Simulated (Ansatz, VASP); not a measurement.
## One calculation of Na4SrCaSi2, two programs

Contents of INCAR:

```
SYSTEM = Na4SrCaSi2
PREC     = Accurate       ! precision mode
ENCUT    = 520            ! plane-wave cutoff, eV
EDIFF    = 1E-7           ! SCF threshold, eV
ISMEAR   = 0              ! smearing method
SIGMA    = 0.01           ! smearing width, eV
LREAL    = .False.        ! projectors in reciprocal space
LASPH    = .True.         ! aspherical terms in the spheres
NELM     = 100            ! most SCF steps
ALGO     = Normal         ! electronic algorithm
ISIF     = 2              ! what is computed and relaxed
LWAVE    = .False.        ! write WAVECAR
LCHARG   = .False.        ! write CHGCAR
GGA      = PS             ! functional
NBANDS   = 38             ! bands
```

The input KPOINTS:

```
regular mesh
0
Gamma
  5 5 4
  0 0 0
```

POSCAR

```
Na4SrCaSi2
1.0
    5.3688765626      0.0000000000      0.0000000000
    0.0000000000      5.3688765626      0.0000000000
    0.0000000000      0.0000000000      7.5295048466
Sr Ca Si Na
1 1 2 4
Direct
    0.0000000000      0.0000000000      0.0000000000
    0.5000000000      0.5000000000      0.5000000000
    0.0000000000      0.5000000000      0.2576830000
    0.5000000000      0.0000000000      0.7423170000
    0.0000000000      0.0000000000      0.5000000000
    0.5000000000      0.5000000000      0.0000000000
    0.0000000000      0.5000000000      0.7431210000
    0.5000000000      0.0000000000      0.2568790000
```

Contents of input.yaml:

```yaml
crystal:
  lattice:
    - [5.3688765626, 0.0, 0.0]
    - [0.0, 5.3688765626, 0.0]
    - [0.0, 0.0, 7.5295048466]
  atoms:
    - { symbol: Sr, position: [0.0, 0.0, 0.0] }
    - { symbol: Ca, position: [0.5, 0.5, 0.5] }
    - { symbol: Si, position: [0.0, 0.5, 0.257683] }
    - { symbol: Si, position: [0.5, 0.0, 0.742317] }
    - { symbol: Na, position: [0.0, 0.0, 0.5] }
    - { symbol: Na, position: [0.5, 0.5, 0.0] }
    - { symbol: Na, position: [0.0, 0.5, 0.743121] }
    - { symbol: Na, position: [0.5, 0.0, 0.256879] }
hamiltonian:
  xc: pbesol
  pseudopotentials: { kind: paw }
kpoints:
  mp_grid: { grid: [5, 5, 4] }
scf:
  occupations: { method: gaussian, width: 0.01 }
output:
  forces: true
  stress: true
  eigenvalues: true
```

Alike in both runs: task single point; functional PBEsol; k mesh 5 × 5 × 4; occupations gaussian, width 0.01 eV; no spin polarisation.

```csv
,VASP,Ansatz
version,VASP 6.6.1,Ansatz 0.2.0
potentials or method,"VASP PAW PBE potentials, release 64 (Sr_sv, Ca_sv, Si, Na_pv)",Ansatz PAW
plane-wave cutoff (eV),520,420
valence electrons in the cell,56,64
```

|  | VASP | Ansatz | Ansatz less VASP |
| --- | --- | --- | --- |
| gap on the k mesh at the Fermi level (eV) | 0.09 | 0.09 | +0.002 |
| least direct gap on the mesh (eV) | 0.20 | 0.20 | 0.000 |
| pressure (GPa) | -1.7 | -1.7 | -0.04 |
| traceless stress, the component that is largest in VASP (GPa) | 0.07 | 0.07 | 0.000 |
| rms of the force components (eV/Å) | 0.031 | 0.031 | +0.0004 |

VASP's potentials were made for PBE, not for PBEsol. Atom by atom the forces differ by 0.000 eV/Å (rms over components). The functional is the same, so the differences come from potentials, cutoffs and numerics. VASP's potentials hold 56 valence electrons a cell and Ansatz's 64, so a difference there can come from the potentials and not from the codes.

Noted on Ansatz's run: odd divisions of the mesh miss points on the zone boundary, where band edges often lie, so the gap on the mesh can be too wide.
